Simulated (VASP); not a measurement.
K2YZnC6N6, 16 atoms in the cell. Symmetry: Fm-3m, No. 225, cubic system. The conventional cell has a = 10.594 Å, b = 10.594 Å, c = 10.594 Å, α = 90.00°, β = 90.00°, γ = 90.00°. Within 5.0 Å of K (site symmetry -43m) lie 12 N at 3.77 Å and 12 C at 3.82 Å and 4 Y at 4.59 Å and 4 Zn at 4.59 Å. Y (site symmetry m-3m) has 6 N at 2.21 Å within 2.9 Å. Zn (site symmetry m-3m) has 6 C at 1.92 Å within 2.5 Å. Within 1.6 Å of C (site symmetry 4mm) lie 1 N at 1.17 Å. N (site symmetry 4mm) has 1 C at 1.17 Å within 1.6 Å. 

| Quantity | Value |
| --- | --- |
| Program | VASP 6.6.1 |
| Task | single point |
| Functional | PBE |
| Potentials or basis | VASP PAW PBE potentials, release 64 (K_sv, Y_sv, Zn, C, N) |
| Cutoff | 520 eV |
| k mesh | 4 × 4 × 4 |
| Occupations | gaussian, width 0.1 eV |
| Spin | no spin polarisation |
| Dipole correction | no |
| Further INCAR settings | LREAL = Auto; ALGO = Normal; EDIFF = 1e-07; NBANDS = 62 |

Potentials or basis: VASP PAW PBE potentials, release 64 (K_sv, Y_sv, Zn, C, N).

Run with:

```bash
$ cat potpaw_PBE.64/K_sv/POTCAR potpaw_PBE.64/Y_sv/POTCAR potpaw_PBE.64/Zn/POTCAR potpaw_PBE.64/C/POTCAR potpaw_PBE.64/N/POTCAR > POTCAR
$ mpirun -np 1 vasp_std > vasp.out
```

Hardware: 1 thread of AMD EPYC 7R13 (shared host).

**Question.** Estimate the wall time of this run.

**Answer.** Run time: 13 min on 1 thread of AMD EPYC 7R13 (shared host), peak memory 0.47 GiB. Counts: scf iterations 20, k points 8.
